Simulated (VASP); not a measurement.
Input of a VASP 6.6.1 run:

File INCAR:

```
SYSTEM = Cr
ALGO = Normal
EDIFF = 1E-6
ENCUT = 500
GGA = PS
GGA_COMPAT = .FALSE.
ISIF = 2
ISMEAR = 0
LASPH = .TRUE.
LCHARG = .FALSE.
LREAL = .FALSE.
LWAVE = .FALSE.
NBANDS = 12
NELM = 120
PREC = Accurate
SIGMA = 0.1
```

The input KPOINTS:

```
k-points
0
G
  20 20 20
  0 0 0
```

File POSCAR:

```
Cr
1.0
   -1.4071099588      1.4071099588      1.4071099588
    1.4071099588     -1.4071099588      1.4071099588
    1.4071099588      1.4071099588     -1.4071099588
Cr
1
Direct
    0.0000000000      0.0000000000      0.0000000000
```

Potentials or basis: VASP PAW PBE potentials, release 64 (Cr_pv).

Launch:

```console
$ cat potpaw_PBE.64/Cr_pv/POTCAR > POTCAR
$ mpirun -np 1 vasp_std > vasp.out
```

(1) Estimate the pressure.

(2) What does it give for the band gap on the k mesh?

Answers

(1) -0.7 GPa.

(2) zero (bands 6 and 7 overlap by 3.55 eV).

Caveat: the PAW data sets were made with another functional, which shifts forces and pressure a little; the run has no spin polarisation, though such a crystal can be magnetic.
